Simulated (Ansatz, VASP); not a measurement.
One calculation of MgSi3N2, two programs

```
Mg Si N
1.0
     2.32847    1.34434    4.80296
    -2.32847    1.34434    4.80296
     0.00000   -2.68868    4.80296
Mg Si N
1 3 2
Direct
  0.00000 0.00000 0.00000
  0.50000 0.50000 0.50000
  0.32935 0.32935 0.32935
  0.67065 0.67065 0.67065
  0.77773 0.77773 0.77773
  0.22227 0.22227 0.22227
```

Alike in both runs: task relaxation of cell and atoms; functional PBE; k mesh 6 × 6 × 6; occupations gaussian, width 0.1 eV; no spin polarisation.

```csv
,VASP,Ansatz
version,VASP 6.6.1,Ansatz 0.2.0
potentials or method,"VASP PAW PBE potentials, release 64 (Mg, Si, N), cutoff 600 eV","scalar-relativistic, plane waves, PAW"
valence electrons in the cell,24,32
```

```tsv
	VASP	Ansatz	Ansatz less VASP
gap on the k mesh at the Fermi level, each at its own relaxed structure (eV)	none	none	-
relaxed volume (Å³/atom)	13.46	13.55	+0.088
relaxed cell length with the largest relative difference (Å)	4.957	4.962	+0.0051
```

A gap of «none» marks a metal or a gap that the smearing closes. VASP's potentials hold 24 valence electrons a cell and Ansatz's 32, so a difference there can come from the potentials and not from the codes.
